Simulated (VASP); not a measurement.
Wanted: the native input for a VASP 6.6.1 run.

```
Task                   : single point
Functional             : LDA
Potentials or basis    : VASP PAW LDA potentials, release 64 (Co)
Cutoff                 : 520 eV
k mesh                 : 13 × 13 × 13
Occupations            : fermi-dirac, width 0.1 eV
Spin                   : no spin polarisation
Dipole correction      : no
Further INCAR settings : ALGO = Normal; EDIFF = 1e-06; NBANDS = 16
```

The structure of Co lies in POSCAR:

```
Co
1.0
    0.0000000000      2.2969432808      2.2969432808
    2.2969432808      0.0000000000      2.2969432808
    2.2969432808      2.2969432808      0.0000000000
Co
2
Direct
    0.1250000000      0.1250000000      0.1250000000
    0.8750000000      0.8750000000      0.8750000000
```

This cell differs from its parent crystal: volume scaled by 0.88.

These files were run (other wordings do the same):

INCAR

```
PREC = Accurate
ENCUT = 520
EDIFF = 1E-6
ISMEAR = -1
SIGMA = 0.1
LREAL = F
LASPH = T
NELM = 60
ALGO = Normal
ISIF = 2
LWAVE = F
LCHARG = T
GGA = CA
LELF = T
LVHAR = T
NBANDS = 16
```

KPOINTS

```
Automatic mesh
0
Gamma
  13 13 13
```

Potentials or basis: VASP PAW LDA potentials, release 64 (Co).

Launch:

```bash
$ cat potpaw_LDA.64/Co/POTCAR > POTCAR
$ mpirun -np 1 vasp_std > vasp.out
```

Results of the run:

```yaml
Pressure: 24.2 GPa
Band_gap_on_the_k_mesh: zero (band 9 reaches 9.28 eV, above the bottom of band 10 at 8.17 eV)
```

Caveat: the run has no spin polarisation, though such a crystal can be magnetic.

Run time: 26 s on 1 thread of AMD EPYC 7R43 64-Core Processor (Zen 3) (shared host), peak memory 0.11 GiB.
